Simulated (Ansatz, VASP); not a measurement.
**Two plane-wave programs on Rh**

```xyz
2
Lattice="1.3425 0.7751 4.6940 -1.3425 0.7751 4.6940 0.0000 -1.5502 4.6940" Properties=species:S:1:pos:R:3 pbc="T T T"
Rh    0.0000    0.0000    1.2451
Rh    0.0000    0.0000   12.8368
```

Alike in both runs: task relaxation of cell and atoms; functional PBE; k mesh 24 × 24 × 24; occupations gaussian, width 0.1 eV; no spin polarisation.

```csv
,VASP,Ansatz
version,VASP 6.6.1,Ansatz 0.2.0
potentials or method,"VASP PAW PBE potentials, release 64 (Rh_pv), cutoff 600 eV","scalar-relativistic, plane waves, PAW"
valence electrons in the cell,30,34
```

|  | VASP | Ansatz | Ansatz less VASP |
| --- | --- | --- | --- |
| gap on the k mesh at the Fermi level, each at its own relaxed structure (eV) | none | none | - |
| relaxed volume (Å³/atom) | 14.63 | 14.63 | +0.004 |
| relaxed length of the cell vector where the two differ most in proportion (Å) | 4.945 | 4.946 | +0.0001 |

A gap of «none» marks a metal or a gap that the smearing closes. VASP's potentials hold 30 valence electrons a cell and Ansatz's 34, so a difference there can come from the potentials and not from the codes.
